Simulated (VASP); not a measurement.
**Nb: single point with PBE**

Nb:

```xyz
1
Lattice="-1.6438 1.6438 1.6438 1.6438 -1.6438 1.6438 1.6438 1.6438 -1.6438" Properties=species:S:1:pos:R:3 pbc="T T T"
Nb    0.0000    0.0000    0.0000
```

* Program: VASP 6.6.1
* Task: single point
* Functional: PBE
* Potentials or basis: VASP PAW PBE potentials, release 64 (Nb_sv)
* Cutoff: 520 eV
* k mesh: 46 × 46 × 46
* Occupations: fermi-dirac, width 0.0612256 eV
* Spin: no spin polarisation

The pressure is 3.3 GPa.

Levels at points of the mesh, in eV from the Fermi level:
```csv
k point,band 3,band 4,band 5,band 6,band 7,band 8,band 9,band 10,band 11,band 12
"(0.00, 0.00, 0.00)",-29.62,-29.62,-5.97,0.36,0.36,0.36,3.32,3.32,14.26,14.26
"(0.50, 0.00, 0.00)",-30.06,-29.63,-3.78,-1.70,2.35,3.36,4.05,6.49,11.66,12.25
"(0.50, 0.50, 0.50)",-30.59,-30.59,-3.80,-3.80,5.70,5.70,5.70,9.19,9.19,9.19
```

Run time: 9.5 min on 1 thread of AMD EPYC 7R43 64-Core Processor (Zen 3), with other jobs on the host, peak memory 0.53 GiB.
